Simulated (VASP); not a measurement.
# LiF (F-43m) in VASP: vibrations by perturbation theory with PBEsol

Aim: the vibrations by perturbation theory of LiF with PBEsol.

Everything below comes from runs of VASP 6.6.1. Logs are shortened: lines on timing, memory, paths and dates and some standing lists are left out, and cuts for length are marked.

**1. The cell of the first run**

It takes space group F-43m (No. 216, cubic). The conventional cell has a = 4.311 Å, b = 4.311 Å, c = 4.311 Å, α = 90.00°, β = 90.00°, γ = 90.00°. Li (site symmetry -43m) has 4 F at 1.87 Å within 2.5 Å. Within 2.5 Å of F (site symmetry -43m) lie 4 Li at 1.87 Å.

**2. Vibrations by perturbation theory, PBEsol**

Input file INCAR:

```
  PREC = Accurate
  ENCUT = 520
  EDIFF = 1E-8
  ISMEAR = 0
  SIGMA = 0.01
  LREAL = False
  LASPH = True
  NELM = 80
  ALGO = Normal
  ISIF = 2
  LWAVE = False
  LCHARG = True
  GGA = PS
  IBRION = 8
  NSW = 1
  LEPSILON = True
```

Input file KPOINTS:

```
Automatic mesh
0
Gamma
  8 8 8
```

Input file POSCAR:

```
LiF
1.0
    0.0000000000      2.1557388186      2.1557388186
    2.1557388186      0.0000000000      2.1557388186
    2.1557388186      2.1557388186      0.0000000000
Li F
1 1
Direct
    0.0000000000      0.0000000000      0.0000000000
    0.2500000000      0.2500000000      0.2500000000
```

Potentials or basis: VASP PAW PBE potentials, release 64 (Li_sv, F).

Started as:

```
cat potpaw_PBE.64/Li_sv/POTCAR potpaw_PBE.64/F/POTCAR > POTCAR
mpirun -np 1 vasp_std > vasp.out
```

OUTCAR:

```text
PREC = Accurate
   ENCUT = 520
   EDIFF = 1E-8
   ISMEAR = 0
   LREAL = False
   LASPH = True
   NELM = 80
   ISIF = 2
   GGA = PS
   IBRION = 8
   NSW = 1
   LEPSILON = True

 ion  position               nearest neighbor table
   1  0.000  0.000  0.000-   2 1.87   2 1.87   2 1.87   2 1.87
   2  0.250  0.250  0.250-   1 1.87   1 1.87   1 1.87   1 1.87

  LATTYP: Found a face centered cubic cell.
 ALAT       =     4.3114776372

  Lattice vectors:

 A1 = (   0.0000000000,   2.1557388186,   2.1557388186)
 A2 = (   2.1557388186,   0.0000000000,   2.1557388186)
 A3 = (   2.1557388186,   2.1557388186,   0.0000000000)

Analysis of symmetry for initial positions (statically):
=====================================================================
 Subroutine PRICEL returns:
 Original cell was already a primitive cell.

 Routine SETGRP: Setting up the symmetry group for a
 face centered cubic supercell.

 Subroutine GETGRP returns: Found 24 space group operations
 (whereof 24 operations were pure point group operations)
 out of a pool of 48 trial point group operations.

The static configuration has the point symmetry T_d .

Analysis of symmetry for dynamics (positions and initial velocities):
=====================================================================
 Subroutine PRICEL returns:
 Original cell was already a primitive cell.

 Routine SETGRP: Setting up the symmetry group for a
 face centered cubic supercell.

 Subroutine GETGRP returns: Found 24 space group operations
 (whereof 24 operations were pure point group operations)
 out of a pool of 48 trial point group operations.

The dynamic configuration has the point symmetry T_d .

 Subroutine INISYM returns: Found 24 space group operations
 (whereof 24 operations are pure point group operations),
 and found     1 'primitive' translations

----------------------------------------------------------------------------------------

                                     Primitive cell

  volume of cell :      20.0363

  direct lattice vectors                    reciprocal lattice vectors
     0.000000000  2.155738819  2.155738819    -0.231939044  0.231939044  0.231939044
     2.155738819  0.000000000  2.155738819     0.231939044 -0.231939044  0.231939044
     2.155738819  2.155738819  0.000000000     0.231939044  0.231939044 -0.231939044

  length of vectors
     3.048675074  3.048675074  3.048675074     0.401730208  0.401730208  0.401730208

  position of ions in fractional coordinates (direct lattice)
     0.000000000  0.000000000  0.000000000
     0.250000000  0.250000000  0.250000000

  ion indices of the primitive-cell ions
   primitive index   ion index
                 1           1
                 2           2

----------------------------------------------------------------------------------------

 KPOINTS: Automatic mesh

Automatic generation of k-mesh.
 Grid dimensions read from file:
 generate k-points for:    8    8    8

 Generating k-lattice:

  Cartesian coordinates                     Fractional coordinates (reciprocal lattice)
    -0.028992380  0.028992380  0.028992380     0.125000000  0.000000000  0.000000000
     0.028992380 -0.028992380  0.028992380     0.000000000  0.125000000  0.000000000
     0.028992380  0.028992380 -0.028992380     0.000000000  0.000000000  0.125000000

  Length of vectors
     0.050216276  0.050216276  0.050216276

  Shift w.r.t. Gamma in fractional coordinates (k-lattice)
     0.000000000  0.000000000  0.000000000

 Subroutine IBZKPT returns following result:
 ===========================================

 Found     29 irreducible k-points:

 Following reciprocal coordinates:
            Coordinates               Weight
  0.000000  0.000000  0.000000      1.000000
  0.125000  0.000000  0.000000      8.000000
  0.250000  0.000000  0.000000      8.000000
[... 393 lines left out ...]
      direct lattice vectors                 reciprocal lattice vectors
     0.000000000  2.155738819  2.155738819    -0.231939044  0.231939044  0.231939044
     2.155738819  0.000000000  2.155738819     0.231939044 -0.231939044  0.231939044
     2.155738819  2.155738819  0.000000000     0.231939044  0.231939044 -0.231939044

 POSITION                                       TOTAL-FORCE (eV/Angst)
 -----------------------------------------------------------------------------------
      0.00000      0.00000      0.00000        -0.000000     -0.000000     -0.000000
      1.07787      1.07787      1.07787         0.000000      0.000000      0.000000
 -----------------------------------------------------------------------------------
    total drift:                               -0.000000     -0.000000     -0.000000

  FREE ENERGIE OF THE ION-ELECTRON SYSTEM (eV)
  ---------------------------------------------------
  free  energy   TOTEN  =        -9.7802712593 eV

  energy  without entropy=       -9.7802712593  energy(sigma->0) =       -9.78027126

 HEAD OF MICROSCOPIC STATIC DIELECTRIC TENSOR (INDEPENDENT PARTICLE, excluding Hartree and local field effects)
 ------------------------------------------------------
           1.934000     0.000000     0.000000
           0.000000     1.934000     0.000000
           0.000000     0.000000     1.934000
 ------------------------------------------------------

 Free energy of the ion-electron system (eV)
  ---------------------------------------------------
  ---------------------------------------------------
  free energy    TOTEN  =        -0.05578892 eV

  energy without entropy =       -0.05578892

------------------------ aborting loop because EDIFF is reached ----------------------------------------

--------------------------------------- Ionic step        2  -------------------------------------------

------------------------ aborting loop because EDIFF is reached ----------------------------------------

--------------------------------------- Ionic step        3  -------------------------------------------

------------------------ aborting loop because EDIFF is reached ----------------------------------------

 PIEZOELECTRIC TENSOR FIELD DIRECTION 3  (e Angst)
 -----------------------------------------------------------------------------
    -0.00009 -0.17544  0.00000           ( -0.00000 -0.00071  0.00000)
    -0.17544 -0.00009  0.00000           ( -0.00071 -0.00000  0.00000)
     0.00000  0.00000 -0.00004           (  0.00000  0.00000 -0.00000)

 PIEZOELECTRIC TENSOR FIELD DIRECTION 3  (C/m^2)
 -----------------------------------------------------------------------------
    -0.00007 -0.14029  0.00000
    -0.14029 -0.00007  0.00000
     0.00000  0.00000 -0.00003

--------------------------------------- Ionic step        4  -------------------------------------------

------------------------ aborting loop because EDIFF is reached ----------------------------------------

[... ionic steps 5 to 6 ...]

--------------------------------------- Ionic step        7  -------------------------------------------

 Free energy of the ion-electron system (eV)
  ---------------------------------------------------
  ---------------------------------------------------
  free energy    TOTEN  =        -0.52335120 eV

  energy without entropy =       -0.52335120

------------------------ aborting loop because EDIFF is reached ----------------------------------------

 INTERNAL STRAIN TENSOR  FOR ION    2  DIRECTION 1   (eV/Angst):
 -----------------------------------------------------------------------------
    -0.00840  0.00000  0.00000
     0.00000  0.00508 -2.97325
     0.00000 -2.97325  0.00508

 MACROSCOPIC STATIC DIELECTRIC TENSOR (including local field effects in DFT)
 ------------------------------------------------------
           1.905733     0.000000     0.000000
           0.000000     1.905733     0.000000
          -0.000000     0.000000     1.905733
 ------------------------------------------------------

 PIEZOELECTRIC TENSOR (including local field effects)  for field in x, y, z        (e  Angst)
          XX          YY          ZZ          XY          YZ          ZX
  --------------------------------------------------------------------------------
  x    -0.00000    -0.00000    -0.00000     0.00000    -0.17856     0.00000
  y    -0.00000    -0.00000    -0.00000    -0.00000    -0.00000    -0.17856
  z    -0.00000    -0.00000     0.00000    -0.17856    -0.00000     0.00000

 PIEZOELECTRIC TENSOR (including local field effects)  for field in x, y, z        (C/m^2)
          XX          YY          ZZ          XY          YZ          ZX
  --------------------------------------------------------------------------------
  x    -0.00000    -0.00000    -0.00000     0.00000    -0.14279     0.00000
  y    -0.00000    -0.00000    -0.00000    -0.00000    -0.00000    -0.14279
  z    -0.00000    -0.00000     0.00000    -0.14279    -0.00000     0.00000

 BORN EFFECTIVE CHARGES (including local field effects) (in |e|, cummulative output)
 ---------------------------------------------------------------------------------
 ion    1
    1     0.98141     0.00000    -0.00000
    2     0.00000     0.98141     0.00000
    3     0.00000     0.00000     0.98141
 ion    2
    1    -0.98141    -0.00000     0.00000
    2     0.00000    -0.98141    -0.00000
    3     0.00000     0.00000    -0.98141

 INTERNAL STRAIN TENSOR FOR ION    2 for displacements in x,y,z  (eV/Angst):
          X           Y           Z          XY          YZ          ZX
  --------------------------------------------------------------------------------
  x     0.00000     0.00000     0.00000     0.00000    -2.97325     0.00000
  y    -0.00000     0.00000    -0.00000     0.00000     0.00000    -2.97325
  z     0.00000     0.00000     0.00000    -2.97325     0.00000     0.00000

 SECOND DERIVATIVES (NOT SYMMETRIZED)
 ------------------------------------
               1X          1Y          1Z          2X          2Y          2Z
  1X    -3.669766    0.000000    0.000000    3.669766    0.000000    0.000000
  1Y     0.000000   -3.669766    0.000000    0.000000    3.669766    0.000000
  1Z     0.000000    0.000000   -3.669766    0.000000    0.000000    3.669766
  2X     3.594948    0.000000    0.000000   -3.594948    0.000000    0.000000
  2Y     0.000000    3.594948    0.000000    0.000000   -3.594948    0.000000
  2Z     0.000000    0.000000    3.594948    0.000000    0.000000   -3.594948

 Eigenvectors and eigenvalues of the dynamical matrix
 ----------------------------------------------------

   1 f  =   13.198312 THz    82.927437 2PiTHz  440.248287 cm-1    54.583806 meV
             X         Y         Z           dx          dy          dz
      0.000000  0.000000  0.000000     0.000000    0.857026    0.000000
      1.077869  1.077869  1.077869     0.000000   -0.515273    0.000000
[... 21 lines left out ...]
   6 f/i=    0.060027 THz     0.377159 2PiTHz    2.002274 cm-1     0.248250 meV
             X         Y         Z           dx          dy          dz
      0.000000  0.000000  0.000000     0.000000    0.000000   -0.515273
      1.077869  1.077869  1.077869     0.000000    0.000000   -0.857026

--------------------------------------------------------------------------------------------------------

 MACROSCOPIC STATIC DIELECTRIC TENSOR IONIC CONTRIBUTION
 ------------------------------------------------------
           2.394638     0.000000    -0.000000
           0.000000     2.394638    -0.000000
          -0.000000    -0.000000     2.394638
 ------------------------------------------------------

 ELASTIC MODULI CONTR FROM IONIC RELAXATION (kBar)
 Direction    XX          YY          ZZ          XY          YZ          ZX
 --------------------------------------------------------------------------------
 XX          -0.0000      0.0000      0.0000      0.0000     -0.0000     -0.0000
 YY           0.0000     -0.0000     -0.0000      0.0000      0.0000     -0.0000
 ZZ           0.0000     -0.0000     -0.0000     -0.0000      0.0000     -0.0000
 XY           0.0000      0.0000     -0.0000   -208.7416      0.0000      0.0000
 YZ          -0.0000      0.0000      0.0000      0.0000   -208.7416      0.0000
 ZX          -0.0000     -0.0000     -0.0000      0.0000      0.0000   -208.7416
 --------------------------------------------------------------------------------

 PIEZOELECTRIC TENSOR IONIC CONTR  for field in x, y, z        (C/m^2)
          XX          YY          ZZ          XY          YZ          ZX
  --------------------------------------------------------------------------------
  x     0.00000    -0.00000    -0.00000    -0.00000     0.66527     0.00000
  y     0.00000     0.00000     0.00000    -0.00000     0.00000     0.66527
  z    -0.00000    -0.00000     0.00000     0.66527     0.00000    -0.00000
```

Wall time 4 min (1 thread of Intel Xeon Platinum 8375C at 2.90GHz (Ice Lake), shared host); peak memory 0.17 GiB.

What came out:

* Electronic dielectric tensor (diagonal): 1.91
* Born charges (mean of the diagonal): Li +0.98; F -0.98 e
* Highest phonon frequency at Γ, LO-TO splitting left out: 440 cm⁻¹

Phonon frequencies in cm⁻¹ (negative: imaginary):
```tsv
q point	frequencies
(0.000, 0.000, 0.000)	-2 -2 -2 440 440 440
```

Electronic dielectric tensor:
```
1.91 0.00 0.00
0.00 1.91 0.00
0.00 0.00 1.91
```

Born effective charge tensors (e):
atom 1, Li
```
0.98 0.00 0.00
0.00 0.98 0.00
0.00 0.00 0.98
```
atom 2, F
```
-0.98  0.00  0.00
 0.00 -0.98  0.00
 0.00  0.00 -0.98
```
